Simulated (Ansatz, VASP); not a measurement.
# InH2 in VASP and in Ansatz

```xyz
3
Lattice="3.8452 0.0000 0.0000 0.0000 3.8452 0.0000 0.0000 0.0000 3.0032" Properties=species:S:1:pos:R:3 pbc="T T T"
In    1.9226    1.9226    0.0000
H     0.0000    1.9226    2.4743
H     1.9226    0.0000    0.5288
```

Alike in both runs: functional PBE; k mesh 4 × 4 × 6; occupations gaussian, width 0.1 eV; no spin polarisation.

Ansatz relaxed the structure, and its values are those at the end. VASP's run is a single point on that final structure, the one shown.

|  | VASP | Ansatz |
| --- | --- | --- |
| version | VASP 6.6.1 | Ansatz 0.2.0 |
| potentials or method | VASP PAW PBE potentials, release 64 (In_d, H), cutoff 520 eV | scalar-relativistic, plane waves, PAW |
| valence electrons in the cell | 15 | 15 |

Ansatz gave:

| Item | Value |
| --- | --- |
| gap on the k mesh at the Fermi level (eV) | none |
| pressure (GPa) | 0.0 |

Task: Estimate VASP's values.

Result: gap on the k mesh at the Fermi level (eV): none; pressure (GPa): -0.1.

A gap of «none» marks a metal or a gap that the smearing closes.

The k mesh is coarse, so the values compare programs but aren't converged.
